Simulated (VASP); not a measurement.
Set up this calculation in VASP 6.6.1, as the native input.

```yaml
Task: relaxation of shape and atoms at fixed volume
Functional: r2SCAN
Potentials_or_basis: VASP PAW PBE potentials, release 64 (Zr_sv, O)
Cutoff: 660 eV
k_mesh: 6 × 6 × 6
Occupations: gaussian, width 0.02 eV
Spin: no spin polarisation
Dipole_correction: no
Further_INCAR_settings: ALGO = Normal; EDIFF = 1e-07; IBRION = 2; EDIFFG = -0.01; NSW = 50; ISIF = 4
```

The system is ZrO2.

```
Zr O
1.0
     3.56507    0.00000    0.00000
     0.00000    3.56507    0.00000
     0.00000    0.00000    5.17530
Zr O
2 4
Cartesian
  0.0000 0.0000 0.0000
  1.7825 1.7825 2.5877
  0.0000 1.7825 1.0184
  0.0000 1.7825 3.6060
  1.7825 0.0000 1.5693
  1.7825 0.0000 4.1569
```

The input as run:

POSCAR

```
ZrO2
1.0
    3.5650718618      0.0000000000      0.0000000000
    0.0000000000      3.5650718618      0.0000000000
    0.0000000000      0.0000000000      5.1753019426
Zr O
2 4
Direct
    0.0000000000      0.0000000000      0.0000000000
    0.5000000000      0.5000000000      0.5000000000
    0.0000000000      0.5000000000      0.1967750552
    0.0000000000      0.5000000000      0.6967750552
    0.5000000000      0.0000000000      0.3032249448
    0.5000000000      0.0000000000      0.8032249448
```

INCAR.step1

```
ALGO = Normal ; EDIFF = 1E-5
EDIFFG = -0.005 ; ENCUT = 660
GGA = PE ; GGA_COMPAT = False
IBRION = 2 ; ISIF = 3
ISMEAR = 0 ; LASPH = True
LCHARG = False ; LREAL = False
LWAVE = True ; NELM = 120
NELMIN = 4 ; NSW = 100
PREC = Accurate ; SIGMA = 0.02
```

INCAR.step2

```
ALGO = Normal ; EDIFF = 1E-7
EDIFFG = -0.01 ; ENCUT = 660
GGA_COMPAT = False ; IBRION = 2
ISIF = 4 ; ISMEAR = 0
ISTART = 1 ; LASPH = True
LCHARG = False ; LMIXTAU = True
LREAL = False ; LWAVE = False
METAGGA = R2SCAN ; NELM = 120
NELMIN = 4 ; NSW = 50
PREC = Accurate ; SIGMA = 0.02
```

KPOINTS

```
k-points
0
Gamma
  6 6 6
```

Potentials or basis: VASP PAW PBE potentials, release 64 (Zr_sv, O).

Run with:

```console
$ cat potpaw_PBE.64/Zr_sv/POTCAR potpaw_PBE.64/O/POTCAR > POTCAR
$ cp INCAR.step1 INCAR
$ mpirun -np 1 vasp_std > vasp.out
$ cp INCAR.step2 INCAR
$ mpirun -np 1 vasp_std > vasp.out
```

Results of the run:

- Energy gained by relaxing: 2.8 meV/atom
- Ionic steps: 5
- Pressure after relaxing: 5.8 GPa
- Largest force after relaxing: 0.003 eV/Å
- Band gap on the k mesh: 4.61 eV (least direct gap 4.72 eV)

Caveat: the PAW data sets were made with another functional, which shifts forces and pressure a little.

It took 22 min on 1 thread of AMD EPYC 9R45 96-Core Processor (Zen 5), on a shared host, peak memory 0.24 GiB.
